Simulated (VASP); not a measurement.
# B3P (P-6m2) in VASP: further runs, part 2 of 3

VASP 6.6.1. The steps go on from the part before.

**4. Relaxation of cell and atoms, PBE**

This run uses another cell than the first one, of 11.09 Å³/atom, 1.042 times its volume.

INCAR

```
SYSTEM = B3P
PREC     = Accurate       ! precision mode
ENCUT    = 500            ! plane-wave cutoff, eV
EDIFF    = 1E-7           ! SCF threshold, eV
ISMEAR   = 0              ! smearing method
SIGMA    = 0.1            ! smearing width, eV
LREAL    = .FALSE.        ! projectors in reciprocal space
LASPH    = .TRUE.         ! aspherical terms in the spheres
NELM     = 120            ! most SCF steps
ALGO     = Normal         ! electronic algorithm
ISIF     = 3              ! what is computed and relaxed
LWAVE    = .FALSE.        ! write WAVECAR
LCHARG   = .FALSE.        ! write CHGCAR
GGA      = PE             ! functional
IBRION   = 2              ! ionic algorithm
NSW      = 90             ! ionic steps
EDIFFG   = -0.04          ! ionic threshold
GGA_COMPAT= .FALSE.      
NELMIN   = 4
```

KPOINTS

```
regular mesh
0
G
  6 6 6
  0 0 0
```

POSCAR

```
B3P
1.0
    3.9276286300      0.0000000000      0.0000000000
   -1.9638143200      3.4014261700      0.0000000000
    0.0000000000      0.0000000000      3.3219461100
B P
3 1
Direct
    0.5603524900      0.4396475100      0.5000000000
    0.5603524900      0.1207049800      0.5000000000
    0.8792950200      0.4396475100      0.5000000000
    0.3333333300      0.6666666700      0.0000000000
```

Potentials or basis: VASP PAW PBE potentials, release 64 (B, P).

Launch:

```bash
$ cat potpaw_PBE.64/B/POTCAR potpaw_PBE.64/P/POTCAR > POTCAR
$ mpirun -np 1 vasp_std > vasp.out
```

OUTCAR:

```text
SYSTEM = B3P
   PREC = Accurate
   ENCUT = 500
   EDIFF = 1E-7
   ISMEAR = 0
   LREAL = .FALSE.
   LASPH = .TRUE.
   NELM = 120
   ISIF = 3
   GGA = PE
   IBRION = 2
   NSW = 90
   EDIFFG = -0.04
   NELMIN = 4

 ion  position               nearest neighbor table
   1  0.560  0.440  0.500-   3 1.25   2 1.25   4 2.27   4 2.27
   2  0.560  0.121  0.500-   3 1.25   1 1.25   4 2.27   4 2.27
   3  0.879  0.440  0.500-   2 1.25   1 1.25   4 2.27   4 2.27
   4  0.333  0.667  0.000-   3 2.27   3 2.27   2 2.27   2 2.27   1 2.27   1 2.27

  LATTYP: Found a hexagonal cell.
 ALAT       =     3.9276286300
 C/A-ratio  =     0.8457892594

  Lattice vectors:

 A1 = (   3.9276286300,   0.0000000000,   0.0000000000)
 A2 = (  -1.9638143200,   3.4014261700,   0.0000000000)
 A3 = (   0.0000000000,   0.0000000000,   3.3219461100)

Analysis of symmetry for initial positions (statically):
=====================================================================
 Subroutine PRICEL returns:
 Original cell was already a primitive cell.

 Routine SETGRP: Setting up the symmetry group for a
 hexagonal supercell.

 Subroutine GETGRP returns: Found 12 space group operations
 (whereof 12 operations were pure point group operations)
 out of a pool of 24 trial point group operations.

The static configuration has the point symmetry D_3h.

Analysis of symmetry for dynamics (positions and initial velocities):
=====================================================================
 Subroutine PRICEL returns:
 Original cell was already a primitive cell.

 Routine SETGRP: Setting up the symmetry group for a
 hexagonal supercell.

 Subroutine GETGRP returns: Found 12 space group operations
 (whereof 12 operations were pure point group operations)
 out of a pool of 24 trial point group operations.

The dynamic configuration has the point symmetry D_3h.

 Subroutine INISYM returns: Found 12 space group operations
 (whereof 12 operations are pure point group operations),
 and found     1 'primitive' translations

----------------------------------------------------------------------------------------

                                     Primitive cell

  volume of cell :      44.3797

  direct lattice vectors                    reciprocal lattice vectors
     3.927628630  0.000000000  0.000000000     0.254606556  0.146997164  0.000000000
    -1.963814320  3.401426170  0.000000000     0.000000000  0.293994328  0.000000000
     0.000000000  0.000000000  3.321946110     0.000000000  0.000000000  0.301028363

  length of vectors
     3.927628630  3.927628632  3.321946110     0.293994328  0.293994328  0.301028363

  position of ions in fractional coordinates (direct lattice)
     0.560352490  0.439647510  0.500000000
     0.560352490  0.120704980  0.500000000
     0.879295020  0.439647510  0.500000000
     0.333333330  0.666666670  0.000000000

  ion indices of the primitive-cell ions
   primitive index   ion index
                 1           1
                 2           2
                 3           3
                 4           4

----------------------------------------------------------------------------------------

 KPOINTS: regular mesh

Automatic generation of k-mesh.
 Grid dimensions read from file:
 generate k-points for:    6    6    6

 Generating k-lattice:

[... 60 lines left out ...]
   NELM   =    120;   NELMIN=  4; NELMDL= -5     # of ELM steps
   EDIFF  = 0.1E-06   stopping-criterion for ELM
   LREAL  =      F    real-space projection
   EDIFFG = -.4E-01   stopping-criterion for IOM
   NSW    =     90    number of steps for IOM
   IBRION =      2    ionic relax: 0-MD 1-quasi-New 2-CG
   NFREE  =      1    steps in history (QN), initial steepest desc. (CG)
   ISIF   =      3    stress and relaxation
   ISYM   =      2    0-nonsym 1-usesym 2-fastsym
   POTIM  = 0.5000    time-step for ionic-motion
   TEBEG  =    0.0;   TEEND  =   0.0 temperature during run
   PSTRESS=    0.0 pullay stress
   NELECT =      14.0000    total number of electrons
   NUPDOWN=      -1.0000    fix difference up-down
   EMIN   =  10.00;   EMAX   =-10.00  energy-range for DOS
   EFERMI =   0.00;   METHOD = LEGACY
   ISMEAR =     0;   SIGMA  =   0.10  broadening in eV -4-tet -1-fermi 0-gaus
   EFERMI_NEDOS =   21; number of points for ismear=-14 and -15
   IALGO  =     38    algorithm
   IMIX   =      4    mixing-type and parameters
     AMIX     =   0.40;   BMIX     =  1.00
     AMIX_MAG =   1.60;   BMIX_MAG =  1.00
  volume/ion in A,a.u.               =      11.09        74.87
  Fermi-wavevector in a.u.,A,eV,Ry     =   1.114439  2.105984 16.898075  1.241973
  Thomas-Fermi vector in A             =   2.251034
   LORBIT       =      0    0 simple, 1 ext, 2 COOP (PROOUT), +10 PAW based schemes
   GGA     = PE    functional components
   LHFCALC =     F    Hartree Fock is set to
   AEXX    =    0.0000 exact exchange contribution
   IVDW    =     0    specifies the selected vdW correction
   LEPSILON=     F    determine dielectric tensor
   LRPA    =     F    only Hartree local field effects (RPA)
 conjugate gradient relaxation of ions
 non-spin polarized calculation
 Gauss-broadening in eV      SIGMA  =   0.10
  energy-cutoff  :      500.00
  volume of cell :       44.38
 maximum number of plane-waves:      1143
 NGX is ok and might be reduce to    30
   NGX = 15   NGY = 15   NGZ = 13

--------------------------------------- Ionic step        1  -------------------------------------------

 number of electron      14.0000001 magnetization

 Free energy of the ion-electron system (eV)
  ---------------------------------------------------
  ext. energy  EPLUGINS =         0.00000000
  ---------------------------------------------------
  free energy    TOTEN  =       -14.09436482 eV

  energy without entropy =      -14.08318661  energy(sigma->0) =      -14.08877571

------------------------ aborting loop because EDIFF is reached ----------------------------------------

  FORCE on cell =-STRESS in cart. coord.  units (eV):
  Direction    XX          YY          ZZ          XY          YZ          ZX
  --------------------------------------------------------------------------------------
  -------------------------------------------------------------------------------------
  Total       28.4970221     28.4970221     -7.5404478     -0.0000000      0.0000000     -0.0000000
  in kB     1028.7882920   1028.7882919   -272.2222818     -0.0000015      0.0000000     -0.0000000
  external PRESSURE =     595.1181007 kB  Pullay stress =       0.0000000 kB
[... 25 lines left out ...]
--------------------------------------- Ionic step        2  -------------------------------------------

 number of electron      14.0000008 magnetization

 E-fermi :   1.9811     XC(G=0):  -6.5150

 val. band max:        1.8642839602   @ k =   0.3333   0.3333   0.1667
 cond. band min:       2.0666877114   @ k =   0.0000   0.0000   0.3333
 fundamental gap:      0.2024037512
 Fermi energy:         1.9810864285

 k-point     1 :       0.0000    0.0000    0.0000
  band No.  band energies     occupation
      1     -33.0052      2.00000
      2     -19.3108      2.00000
      3     -19.3108      2.00000
      4     -15.8610      2.00000
      5       0.5692      2.00000
      6       0.6716      2.00000
      7       0.6716      2.00000
      8       3.3570      0.00000
      9       3.3570      0.00000
     10       3.8352      0.00000
     11       3.8352      0.00000
[... 391 lines left out ...]
  FREE ENERGIE OF THE ION-ELECTRON SYSTEM (eV)
  ---------------------------------------------------
  free  energy   TOTEN  =       -21.7406825032 eV

  energy  without entropy=      -21.7348094782  energy(sigma->0) =      -21.73774599

[... ionic steps 4 to 22 ...]

--------------------------------------- Ionic step       23  -------------------------------------------

 number of electron      14.0000001 magnetization

------------------------ aborting loop because EDIFF is reached ----------------------------------------
[... 71 lines left out ...]
--------------------------------------- Ionic step       25  -------------------------------------------

 number of electron      14.0000001 magnetization

 Free energy of the ion-electron system (eV)
  ---------------------------------------------------
  ext. energy  EPLUGINS =         0.00000000
  ---------------------------------------------------
  free energy    TOTEN  =       -22.22678412 eV

  energy without entropy =      -22.22231027  energy(sigma->0) =      -22.22454720

 E-fermi :   6.7811     XC(G=0): -10.9201

 val. band max:        6.7049540036   @ k =   0.3333   0.0000   0.0000
 cond. band min:       6.8071303576   @ k =   0.3333   0.1667   0.0000
 fundamental gap:      0.1021763540
 Fermi energy:         6.7811448962

 k-point     1 :       0.0000    0.0000    0.0000
  band No.  band energies     occupation
      1      -9.8049      2.00000
      2      -1.8744      2.00000
      3       0.0845      2.00000
      4       2.1080      2.00000
      5       2.1080      2.00000
      6       4.5171      2.00000
      7       4.5171      2.00000
      8       4.8350      2.00000
      9      10.1322      0.00000
     10      10.1322      0.00000
     11      11.9997      0.00000
[... 353 lines left out ...]
  FREE ENERGIE OF THE ION-ELECTRON SYSTEM (eV)
  ---------------------------------------------------
  free  energy   TOTEN  =       -22.2267841225 eV

  energy  without entropy=      -22.2223102745  energy(sigma->0) =      -22.22454720

 reached required accuracy - stopping structural energy minimisation
```

It took 1.8 min on 1 thread of AMD EPYC 9R45 (Zen 5), shared host; peak memory 0.12 GiB.

Results:

| Quantity | Value |
| --- | --- |
| Free energy | -22.2268 eV |
| Relaxed volume | 9.97 Å³/atom |
| Relaxed cell | a = 3.744 Å, b = 3.744 Å, c = 3.285 Å, α = 90.00°, β = 90.00°, γ = 120.00° |
| Space group after relaxing (to 0.05 Å) | P-6m2 (No. 187) |
| Energy gained by relaxing | 2033.1 meV/atom |
| Ionic steps | 25 |
| Pressure after relaxing | 0.1 GPa |
| Largest force after relaxing | 0.021 eV/Å |
| Band gap on the k mesh | zero (band 7 reaches 7.32 eV, above the bottom of band 8 at 4.83 eV) |

Forces on the atoms (eV/Å):
```
B    0.019 -0.011  0.000
B    0.000  0.021  0.000
B   -0.019 -0.011  0.000
P    0.000  0.000  0.000
```

Step by step:
```tsv
step	energy change (eV)	largest force (eV/Å)	pressure (GPa)	volume (Å³)
1	0.0000	28.0926	59.51	44.38
2	381.1180	936.1596	602.35	72.84
3	-7.6463	1.4730	-14.44	45.34
4	-7.6683	1.4287	-14.40	45.28
5	-7.8094	1.0763	-13.84	44.83
6	-7.8681	0.8657	-13.35	44.60
7	-7.8939	0.7492	-13.04	44.49
8	-7.9059	0.6881	-12.87	44.44
9	-7.9116	0.6567	-12.78	44.41
10	-7.9144	0.6409	-12.73	44.39
11	-7.9158	0.6330	-12.71	44.39
12	-7.9165	0.6289	-12.70	44.38
13	-7.9168	0.6270	-12.69	44.38
14	-7.9170	0.6259	-12.69	44.38
15	-7.9171	0.6254	-12.69	44.38
16	-7.9171	0.6252	-12.69	44.38
17	-7.9171	0.6251	-12.69	44.38
18	-7.9171	0.6250	-12.68	44.38
19	-7.9171	0.6250	-12.68	44.38
20	-8.1099	0.5595	1.54	40.01
21	-8.1143	0.3668	-0.56	40.53
22	-8.1290	0.0805	-0.20	40.15
23	-8.1313	0.1043	0.06	39.92
24	-8.1322	0.0150	0.06	39.85
25	-8.1324	0.0214	0.06	39.87
```

Final structure:
```yaml
crystal:
  lattice:
    - [3.74377, 0.00000, 0.00000]
    - [-1.87189, 3.24220, 0.00000]
    - [0.00000, 0.00000, 3.28505]
  atoms:
    - { symbol: B, position: [0.51140, 0.48860, 0.50000] }
    - { symbol: B, position: [0.51140, 0.02279, 0.50000] }
    - { symbol: B, position: [0.97721, 0.48860, 0.50000] }
    - { symbol: P, position: [0.33333, 0.66667, 0.00000] }
```

Levels at points of the mesh, in eV from the Fermi level:
```
           k point  band 4  band 5  band 6  band 7  band 8  band 9  band 10  band 11
(0.00, 0.00, 0.00)   -4.67   -4.67   -2.26   -2.26   -1.95    3.35     3.35     5.22
(0.50, 0.00, 0.00)   -6.10   -5.48   -1.09   -0.98    0.41    2.43     2.80     5.78
(0.00, 0.00, 0.50)   -2.80   -2.80   -2.37   -2.37   -0.10   -0.10     2.62     5.63
(0.50, 0.00, 0.50)   -6.71   -4.82   -3.76   -3.57    2.63    4.04     4.39     8.97
```

[end of part 2 of 3]
